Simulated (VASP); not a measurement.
# Te2Mo in VASP: a series of runs

Te2Mo is run at these levels: PBEsol, LDA; tasks: single point.

Program: VASP 6.6.1. These are calculated values, not measurements. Logs are shortened: lines on timing, memory, paths and dates and some standing lists are left out, and cuts for length are marked.

## 1. The cell of the first run

The cell holds a slab with vacuum, 3 atoms: a = 3.512 Å, b = 3.512 Å, c = 17.287 Å, α = 90.00°, β = 90.00°, γ = 120.00°.

## 2. Single point, PBEsol

Contents of INCAR:

```
SYSTEM = Te2Mo
PREC = Accurate
ENCUT = 520
EDIFF = 1E-6
ISMEAR = -1
SIGMA = 0.05
LREAL = .False.
LASPH = .True.
NELM = 80
ALGO = Normal
ISIF = 2
LWAVE = .False.
LCHARG = .False.
GGA = PS
NBANDS = 20
```

Contents of KPOINTS:

```
Automatic mesh
0
Gamma
  9 9 2
  0 0 0
```

Contents of POSCAR:

```
Te2Mo
1.0
    3.5121156613      0.0000000000      0.0000000000
   -1.7560578307      3.0415813837      0.0000000000
    0.0000000000      0.0000000000     17.2872171948
Te Mo
2 1
Direct
    0.3333333333      0.6666666667      0.1021445500
    0.3333333333      0.6666666667      0.8978554500
    0.0000000000      0.0000000000      0.0000000000
```

Potentials or basis: VASP PAW PBE potentials, release 64 (Te, Mo_sv).

The run is started by

```
$ cat potpaw_PBE.64/Te/POTCAR potpaw_PBE.64/Mo_sv/POTCAR > POTCAR
$ mpirun -np 1 vasp_std > vasp.out
```

OUTCAR:

```text
SYSTEM = Te2Mo
   PREC = Accurate
   ENCUT = 520
   EDIFF = 1E-6
   ISMEAR = -1
   LREAL = .False.
   LASPH = .True.
   NELM = 80
   ISIF = 2
   GGA = PS

 ion  position               nearest neighbor table
   1  0.333  0.667  0.102-   3 2.69   3 2.69   3 2.69   2 3.53
   2  0.333  0.667  0.898-   3 2.69   3 2.69   3 2.69   1 3.53
   3  0.000  0.000  0.000-   1 2.69   2 2.69   1 2.69   2 2.69   1 2.69   2 2.69

  LATTYP: Found a hexagonal cell.
 ALAT       =     3.5121156613
 C/A-ratio  =     4.9221662559

  Lattice vectors:

 A1 = (   3.5121156613,   0.0000000000,   0.0000000000)
 A2 = (  -1.7560578307,   3.0415813837,   0.0000000000)
 A3 = (   0.0000000000,   0.0000000000,  17.2872171948)

Analysis of symmetry for initial positions (statically):
=====================================================================
 Subroutine PRICEL returns:
 Original cell was already a primitive cell.

 Routine SETGRP: Setting up the symmetry group for a
 hexagonal supercell.

 Subroutine GETGRP returns: Found 12 space group operations
 (whereof 12 operations were pure point group operations)
 out of a pool of 24 trial point group operations.

The static configuration has the point symmetry D_3h.

Analysis of symmetry for dynamics (positions and initial velocities):
=====================================================================
 Subroutine PRICEL returns:
 Original cell was already a primitive cell.

 Routine SETGRP: Setting up the symmetry group for a
 hexagonal supercell.

 Subroutine GETGRP returns: Found 12 space group operations
 (whereof 12 operations were pure point group operations)
 out of a pool of 24 trial point group operations.

The dynamic configuration has the point symmetry D_3h.

 Subroutine INISYM returns: Found 12 space group operations
 (whereof 12 operations are pure point group operations),
 and found     1 'primitive' translations

----------------------------------------------------------------------------------------

                                     Primitive cell

  volume of cell :     184.6687

  direct lattice vectors                    reciprocal lattice vectors
     3.512115661  0.000000000  0.000000000     0.284728664  0.164388171  0.000000000
    -1.756057831  3.041581384  0.000000000     0.000000000  0.328776342  0.000000000
     0.000000000  0.000000000 17.287217195     0.000000000  0.000000000  0.057846210

  length of vectors
     3.512115661  3.512115661 17.287217195     0.328776342  0.328776342  0.057846210

  position of ions in fractional coordinates (direct lattice)
     0.333333333  0.666666667  0.102144550
     0.333333333  0.666666667  0.897855450
     0.000000000  0.000000000  0.000000000

  ion indices of the primitive-cell ions
   primitive index   ion index
                 1           1
                 2           2
                 3           3

----------------------------------------------------------------------------------------

 KPOINTS: Automatic mesh

Automatic generation of k-mesh.
 Grid dimensions read from file:
 generate k-points for:    9    9    2

 Generating k-lattice:

  Cartesian coordinates                     Fractional coordinates (reciprocal lattice)
     0.031636518  0.018265352  0.000000000     0.111111111  0.000000000  0.000000000
     0.000000000  0.036530705  0.000000000     0.000000000  0.111111111  0.000000000
     0.000000000  0.000000000  0.028923105     0.000000000  0.000000000  0.500000000

  Length of vectors
     0.036530705  0.036530705  0.028923105

  Shift w.r.t. Gamma in fractional coordinates (k-lattice)
     0.000000000  0.000000000  0.000000000

 Subroutine IBZKPT returns following result:
 ===========================================

 Found     24 irreducible k-points:

 Following reciprocal coordinates:
            Coordinates               Weight
  0.000000  0.000000  0.000000      1.000000
  0.111111 -0.000000  0.000000      6.000000
  0.222222  0.000000  0.000000      6.000000
  0.333333  0.000000  0.000000      6.000000
  0.444444  0.000000  0.000000      6.000000
  0.111111  0.111111  0.000000      6.000000
[... 16 lines left out ...]
  0.333333  0.222222  0.500000     12.000000
  0.333333  0.333333  0.500000      2.000000
   k-points           NKPTS =     24   k-points in BZ     NKDIM =     24   number of bands    NBANDS=     20
   number of dos      NEDOS =    301   number of ions     NIONS =      3
   total plane-waves  NPLWV = 109760
   dimension x,y,z NGX =    28 NGY =   28 NGZ =  140
   dimension x,y,z NGXF=    56 NGYF=   56 NGZF=  280
   ions per type =               2   1
   NGX,Y,Z   is equivalent  to a cutoff of  13.25, 13.25, 13.46 a.u.
   NGXF,Y,Z  is equivalent  to a cutoff of  26.51, 26.51, 26.93 a.u.
 SYSTEM =  Te2Mo
   PREC   = accura    normal or accurate (medium, high low for compatibility)
   ISTART =      0    job   : 0-new  1-cont  2-samecut
   ICHARG =      2    charge: 1-file 2-atom 10-const
   ISPIN  =      1    spin polarized calculation?
   LNONCOLLINEAR =      F non collinear calculations
   LSORBIT =      F    spin-orbit coupling
   LASPH  =      T    aspherical Exc in radial PAW
   ENCUT  =  520.0 eV  38.22 Ry    6.18 a.u.   6.53  6.53 32.14*2*pi/ulx,y,z
   NELM   =     80;   NELMIN=  2; NELMDL= -5     # of ELM steps
   EDIFF  = 0.1E-05   stopping-criterion for ELM
   LREAL  =      F    real-space projection
   EDIFFG = 0.1E-04   stopping-criterion for IOM
   NSW    =      0    number of steps for IOM
   IBRION =     -1    ionic relax: 0-MD 1-quasi-New 2-CG
   NFREE  =      0    steps in history (QN), initial steepest desc. (CG)
   ISIF   =      2    stress and relaxation
   ISYM   =      2    0-nonsym 1-usesym 2-fastsym
   POTIM  = 0.5000    time-step for ionic-motion
   TEBEG  =    0.0;   TEEND  =   0.0 temperature during run
   PSTRESS=    0.0 pullay stress
   NELECT =      26.0000    total number of electrons
   NUPDOWN=      -1.0000    fix difference up-down
   EMIN   =  10.00;   EMAX   =-10.00  energy-range for DOS
   EFERMI =   0.00;   METHOD = LEGACY
   ISMEAR =    -1;   SIGMA  =   0.05  broadening in eV -4-tet -1-fermi 0-gaus
   EFERMI_NEDOS =   21; number of points for ismear=-14 and -15
   IALGO  =     38    algorithm
   IMIX   =      4    mixing-type and parameters
     AMIX     =   0.40;   BMIX     =  1.00
     AMIX_MAG =   1.60;   BMIX_MAG =  1.00
  volume/ion in A,a.u.               =      61.56       415.40
  Fermi-wavevector in a.u.,A,eV,Ry     =   0.851664  1.609411  9.868730  0.725331
  Thomas-Fermi vector in A             =   1.967832
   LORBIT       =      0    0 simple, 1 ext, 2 COOP (PROOUT), +10 PAW based schemes
   GGA     = PS    functional components
   LHFCALC =     F    Hartree Fock is set to
   AEXX    =    0.0000 exact exchange contribution
   IVDW    =     0    specifies the selected vdW correction
   LEPSILON=     F    determine dielectric tensor
   LRPA    =     F    only Hartree local field effects (RPA)
 non-spin polarized calculation
  energy-cutoff  :      520.00
  volume of cell :      184.67
 maximum number of plane-waves:      5033
 NGX is ok and might be reduce to    28
   NGX = 13   NGY = 13   NGZ = 65

 number of electron      25.9999999 magnetization

 Free energy of the ion-electron system (eV)
  ---------------------------------------------------
  ext. energy  EPLUGINS =         0.00000000
  ---------------------------------------------------
  free energy    TOTEN  =       -19.59764894 eV

  energy without entropy =      -19.59764795  energy(sigma->0) =      -19.59764844

 E-fermi :   0.7375     XC(G=0):  -4.8521

 val. band max:        0.1784275145   @ k =   0.3333   0.3333   0.0000
 cond. band min:       1.2911907494   @ k =   0.3333   0.3333   0.5000
 fundamental gap:      1.1127632348
 Fermi energy:         0.7374804796

 k-point     1 :       0.0000    0.0000    0.0000
  band No.  band energies     occupation
      1     -60.3121      2.00000
      2     -34.5197      2.00000
      3     -34.3935      2.00000
      4     -34.3935      2.00000
      5     -12.5754      2.00000
      6     -11.5039      2.00000
[... 12 lines left out ...]
     19       5.0302      0.00000
     20       5.8935      0.00000

 k-point     2 :       0.1111   -0.0000    0.0000
  band No.  band energies     occupation
      1     -60.3109      2.00000
      2     -34.5160      2.00000
      3     -34.4099      2.00000
      4     -34.3973      2.00000
      5     -12.3999      2.00000
      6     -11.3864      2.00000
[... 12 lines left out ...]
     19       5.2387      0.00000
     20       6.1771      0.00000

 k-point     3 :       0.2222    0.0000    0.0000
  band No.  band energies     occupation
      1     -60.3078      2.00000
      2     -34.5066      2.00000
      3     -34.4511      2.00000
      4     -34.4068      2.00000
      5     -11.9046      2.00000
      6     -11.0561      2.00000
[... 12 lines left out ...]
     19       5.8203      0.00000
     20       6.6330      0.00000

 k-point     4 :       0.3333    0.0000    0.0000
  band No.  band energies     occupation
      1     -60.3043      2.00000
      2     -34.4976      2.00000
      3     -34.4958      2.00000
      4     -34.4176      2.00000
      5     -11.2067      2.00000
      6     -10.6001      2.00000
[... 12 lines left out ...]
     19       6.2066      0.00000
     20       6.3882      0.00000

 k-point     5 :       0.4444    0.0000    0.0000
  band No.  band energies     occupation
      1     -60.3019      2.00000
      2     -34.5276      2.00000
      3     -34.4888      2.00000
      4     -34.4246      2.00000
      5     -10.6073      2.00000
      6     -10.2278      2.00000
[... 12 lines left out ...]
     19       6.2109      0.00000
     20       6.8022      0.00000

 k-point     6 :       0.1111    0.1111    0.0000
  band No.  band energies     occupation
      1     -60.3087      2.00000
      2     -34.5094      2.00000
      3     -34.4373      2.00000
      4     -34.4054      2.00000
      5     -12.0639      2.00000
      6     -11.1618      2.00000
[... 12 lines left out ...]
     19       5.6448      0.00000
     20       6.5608      0.00000

 k-point     7 :       0.2222    0.1111    0.0000
  band No.  band energies     occupation
      1     -60.3054      2.00000
      2     -34.4993      2.00000
      3     -34.4777      2.00000
      4     -34.4188      2.00000
      5     -11.4607      2.00000
      6     -10.7623      2.00000
[... 12 lines left out ...]
     19       6.3621      0.00000
     20       7.1825      0.00000
[... 277 lines left out ...]
 k-point    20 :       0.3333    0.1111    0.5000
  band No.  band energies     occupation
      1     -60.3025      2.00000
      2     -34.5129      2.00000
      3     -34.4904      2.00000
      4     -34.4308      2.00000
      5     -10.7818      2.00000
      6     -10.3264      2.00000
[... 12 lines left out ...]
     19       6.8450      0.00000
     20       6.8534      0.00000

 k-point    21 :       0.4444    0.1111    0.5000
  band No.  band energies     occupation
      1     -60.3013      2.00000
      2     -34.5267      2.00000
      3     -34.4869      2.00000
      4     -34.4356      2.00000
      5     -10.4445      2.00000
      6     -10.1199      2.00000
[... 12 lines left out ...]
     19       7.1040      0.00000
     20       7.5707      0.00000

 k-point    22 :       0.2222    0.2222    0.5000
  band No.  band energies     occupation
      1     -60.3027      2.00000
      2     -34.5005      2.00000
      3     -34.4911      2.00000
      4     -34.4399      2.00000
      5     -10.8558      2.00000
      6     -10.3660      2.00000
[... 12 lines left out ...]
     19       6.8372      0.00000
     20       6.9235      0.00000

 k-point    23 :       0.3333    0.2222    0.5000
  band No.  band energies     occupation
      1     -60.3009      2.00000
      2     -34.5116      2.00000
      3     -34.4857      2.00000
      4     -34.4574      2.00000
      5     -10.3677      2.00000
      6     -10.0530      2.00000
[... 12 lines left out ...]
     19       6.6260      0.00000
     20       7.3539      0.00000

 k-point    24 :       0.3333    0.3333    0.5000
  band No.  band energies     occupation
      1     -60.3003      2.00000
      2     -34.4995      2.00000
      3     -34.4838      2.00000
      4     -34.4795      2.00000
      5     -10.1934      2.00000
      6      -9.9342      2.00000
[... 12 lines left out ...]
     19       5.4742      0.00000
     20       7.6669      0.00000

------------------------ aborting loop because EDIFF is reached ----------------------------------------

  FORCE on cell =-STRESS in cart. coord.  units (eV):
  Direction    XX          YY          ZZ          XY          YZ          ZX
  --------------------------------------------------------------------------------------
  -------------------------------------------------------------------------------------
  Total        0.1897800      0.1897800      1.6350608     -0.0000000      0.0000000     -0.0000000
  in kB        1.6465221      1.6465221     14.1857126     -0.0000000      0.0000000     -0.0000000
  external PRESSURE =       5.8262523 kB  Pullay stress =       0.0000000 kB

 VOLUME and BASIS-vectors are now :
 -----------------------------------------------------------------------------
  energy-cutoff  :      520.00
  volume of cell :      184.67
      direct lattice vectors                 reciprocal lattice vectors
     3.512115661  0.000000000  0.000000000     0.284728664  0.164388171  0.000000000
    -1.756057831  3.041581384  0.000000000     0.000000000  0.328776342  0.000000000
     0.000000000  0.000000000 17.287217195     0.000000000  0.000000000  0.057846210

 POSITION                                       TOTAL-FORCE (eV/Angst)
 -----------------------------------------------------------------------------------
     -0.00000      2.02772      1.76580         0.000000      0.000000      0.465914
     -0.00000      2.02772     15.52142        -0.000000      0.000000     -0.465914
      0.00000      0.00000      0.00000         0.000000     -0.000000      0.000000
 -----------------------------------------------------------------------------------
    total drift:                                0.000000     -0.000000     -0.000000

  FREE ENERGIE OF THE ION-ELECTRON SYSTEM (eV)
  ---------------------------------------------------
  free  energy   TOTEN  =       -19.5976489352 eV

  energy  without entropy=      -19.5976479494  energy(sigma->0) =      -19.59764844
```

Wall time 3.1 min (1 thread of AMD EPYC 7R13, shared host); peak memory 0.33 GiB.

What came out:

- Free energy: -19.5976 eV
- Largest force: 0.466 eV/Å
- Band gap on the k mesh: 1.11 eV

Forces on the atoms (eV/Å):
```
Te   0.000  0.000  0.466
Te   0.000  0.000 -0.466
Mo   0.000  0.000  0.000
```

Caveat: there is no dipole correction, which matters where the two faces differ; the PAW data sets were made with another functional, which shifts forces and pressure a little; spin-orbit coupling is left out, which moves the levels of the heavy elements.

## 3. Single point, LDA

This run uses another cell than the first one.

Contents of INCAR:

```
SYSTEM = Te2Mo
ALGO = Normal ; EDIFF = 1E-7
ENCUT = 520 ; ISIF = 2
ISMEAR = -1 ; LASPH = .True.
LCHARG = .False. ; LREAL = .False.
LWAVE = .False. ; NBANDS = 20
NELM = 60 ; PREC = Accurate
SIGMA = 0.05
```

Contents of KPOINTS:

```
k-points
0
Gamma
  9 9 2
  0 0 0
```

Contents of POSCAR:

```
Te2Mo
1.0
    3.5363379141      0.0000000000      0.0000000000
   -1.7681689570      3.0625584699      0.0000000000
    0.0000000000      0.0000000000     17.4064431499
Te Mo
2 1
Direct
    0.3333333333      0.6666666667      0.1021445500
    0.3333333333      0.6666666667      0.8978554500
    0.0000000000      0.0000000000      0.0000000000
```

Potentials or basis: VASP PAW LDA potentials, release 64 (Te, Mo_sv).

The run is started by

```
$ cat potpaw_LDA.64/Te/POTCAR potpaw_LDA.64/Mo_sv/POTCAR > POTCAR
$ mpirun -np 1 vasp_std > vasp.out
```

It took 3.2 min on 1 thread of AMD EPYC 7R13, shared host; peak memory 0.27 GiB.

It converged, with:

| Property | Result |
| --- | --- |
| Free energy | -20.4441 eV |
| Largest force | 0.082 eV/Å |
| Band gap on the k mesh | 1.08 eV |

Forces in eV/Å, atoms in the order of the input:
```
Te   0.000  0.000 -0.082
Te   0.000  0.000  0.082
Mo   0.000  0.000  0.000
```

Levels at points of the mesh, in eV from the valence-band top:
| k point | band 9 | band 10 | band 11 | band 12 | band 13 | band 14 | band 15 | band 16 | band 17 | band 18 |
| --- | --- | --- | --- | --- | --- | --- | --- | --- | --- | --- |
| (0.00, 0.00, 0.00) | -1.72 | -1.61 | -0.90 | -0.90 | -0.38 | 3.16 | 3.16 | 3.48 | 3.48 | 4.40 |
| (0.00, 0.00, 0.50) | -1.72 | -1.61 | -0.90 | -0.90 | -0.38 | 3.16 | 3.16 | 3.48 | 3.48 | 4.50 |

Caveat: there is no dipole correction, which matters where the two faces differ; spin-orbit coupling is left out, which moves the levels of the heavy elements.

## 4. Single point, LDA

This run uses another cell than the first one.

Contents of INCAR:

```
SYSTEM = Te2Mo
PREC = Accurate
ENCUT = 520
EDIFF = 1E-7
ISMEAR = -1
SIGMA = 0.05
LREAL = .FALSE.
LASPH = .TRUE.
NELM = 60
ALGO = Normal
ISIF = 2
LWAVE = .FALSE.
LCHARG = .FALSE.
NBANDS = 20
```

Contents of KPOINTS:

```
regular mesh
0
G
  9 9 2
  0 0 0
```

Contents of POSCAR:

```
Te2Mo
1.0
    3.5602328140      0.0000000000      0.0000000000
   -1.7801164070      3.0832520603      0.0000000000
    0.0000000000      0.0000000000     17.5240578200
Te Mo
2 1
Direct
    0.3333333333      0.6666666667      0.1021445500
    0.3333333333      0.6666666667      0.8978554500
    0.0000000000      0.0000000000      0.0000000000
```

The run is started by

```
$ cat potpaw_LDA.64/Te/POTCAR potpaw_LDA.64/Mo_sv/POTCAR > POTCAR
$ mpirun -np 1 vasp_std > vasp.out
```

Wall time 3.1 min (1 thread of AMD EPYC 7R13, shared host); peak memory 0.27 GiB.

It converged, with:

* Free energy: -20.4123 eV
* Largest force: 0.370 eV/Å
* Band gap on the k mesh: 1.04 eV

Forces in eV/Å, atoms in the order of the input:
```
Te   0.000  0.000 -0.370
Te   0.000  0.000  0.370
Mo   0.000  0.000  0.000
```

Levels at points of the mesh, in eV from the valence-band top:
```csv
k point,band 11,band 12,band 13,band 14,band 15,band 16
"(0.00, 0.00, 0.00)",-0.89,-0.89,-0.37,3.06,3.06,3.36
"(0.00, 0.00, 0.50)",-0.89,-0.89,-0.37,3.06,3.06,3.36
```

Caveat: there is no dipole correction, which matters where the two faces differ; spin-orbit coupling is left out, which moves the levels of the heavy elements.

## 5. The runs side by side

```tsv
level	potentials or basis	cell	gap on the mesh (eV)	largest force (eV/Å)
PBEsol	VASP PAW PBE potentials, release 64 (Te, Mo_sv)	a = 3.512, b = 3.512, c = 17.287 Å, angles 90.0, 90.0, 120.0°, 3 atoms	1.11	0.47
LDA	VASP PAW LDA potentials, release 64 (Te, Mo_sv)	a = 3.536, b = 3.536, c = 17.406 Å, angles 90.0, 90.0, 120.0°, 3 atoms	1.08	0.08
LDA	VASP PAW LDA potentials, release 64 (Te, Mo_sv)	a = 3.560, b = 3.560, c = 17.524 Å, angles 90.0, 90.0, 120.0°, 3 atoms	1.04	0.37
```

Alike in all rows: task single point; no spin polarisation; k mesh 9 × 9 × 2; cutoff (eV) 520; smearing fermi-dirac 0.05 eV.

Caveats: there is no dipole correction, which matters where the two faces differ; spin-orbit coupling is left out, which moves the levels of the heavy elements; the PAW data sets were made with another functional, which shifts forces and pressure a little (at least some runs).

Absolute energies hang on the potentials; compare differences alone.
